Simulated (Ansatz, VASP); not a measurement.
## Two plane-wave programs on SrO

```
Sr O
1.0
     0.00000    2.58031    2.58031
     2.58031    0.00000    2.58031
     2.58031    2.58031    0.00000
Sr O
1 1
Direct
  0.50000 0.50000 0.50000
  0.00000 0.00000 0.00000
```

Alike in both runs: task single point; functional r2SCAN; k mesh 8 × 8 × 8; occupations gaussian, width 0.02 eV; no spin polarisation.

|  | VASP | Ansatz |
| --- | --- | --- |
| version | VASP 6.6.1 | Ansatz 0.2.0 |
| potentials or method | VASP PAW PBE potentials, release 64 (Sr_sv, O), cutoff 520 eV | scalar-relativistic, plane waves, PAW |
| valence electrons in the cell | 16 | 16 |

|  | VASP | Ansatz | Ansatz less VASP |
| --- | --- | --- | --- |
| gap on the k mesh at the Fermi level (eV) | 3.75 | 3.80 | +0.052 |
| least direct gap on the mesh (eV) | 3.84 | 3.88 | +0.040 |
| pressure (GPa) | 0.5 | 0.0 | -0.52 |

VASP's potentials were made for PBE, not for r2SCAN. With one functional, cell and mesh, what is left measures potentials, basis and numerics.
